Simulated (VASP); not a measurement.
Here is a VASP 6.6.1 calculation.

File INCAR:

```
PREC = Accurate
ENCUT = 520
EDIFF = 1E-6
ISMEAR = 0
SIGMA = 0.1
LREAL = False
LASPH = True
NELM = 100
ALGO = Fast
ISIF = 2
LWAVE = False
LCHARG = False
GGA = PE
NBANDS = 46
```

Contents of KPOINTS:

```
Automatic mesh
0
Gamma
  10 10 4
```

Contents of POSCAR:

```
TePt3
1.0
    2.7500895073     -2.8267633405      0.0000000000
    2.7500895073      2.8267633405      0.0000000000
    0.0000000000      0.0000000000      9.3419887598
Te Pt
2 6
Direct
    0.5000000000      0.5000000000      0.2692605671
    0.5000000000      0.5000000000      0.7307394329
    0.0000000000      0.0000000000      0.7856099313
    0.0000000000      0.0000000000      0.2143900687
    0.0000000000      0.5000000000      0.0000000000
    0.2340936939      0.7659063061      0.5000000000
    0.5000000000      0.0000000000      0.0000000000
    0.7659063061      0.2340936939      0.5000000000
```

Potentials or basis: VASP PAW PBE potentials, release 64 (Te, Pt).

The run is started by

```bash
$ cat potpaw_PBE.64/Te/POTCAR potpaw_PBE.64/Pt/POTCAR > POTCAR
$ mpirun -np 1 vasp_std > vasp.out
```

Q: Estimate the band gap on the k mesh.

A: Zero (bands 36 and 37 overlap by 1.04 eV).

Q: What does it give for the pressure?

A: -0.3 GPa.

Forces in eV/Å, atoms in the order of the input:
```
Te   0.000  0.000 -0.003
Te   0.000  0.000  0.003
Pt   0.000  0.000 -0.006
Pt   0.000  0.000  0.006
Pt   0.000  0.000  0.000
Pt   0.000  0.002  0.000
Pt   0.000  0.000  0.000
Pt   0.000 -0.002  0.000
```

Caveat: spin-orbit coupling is left out, which moves the levels of the heavy elements.
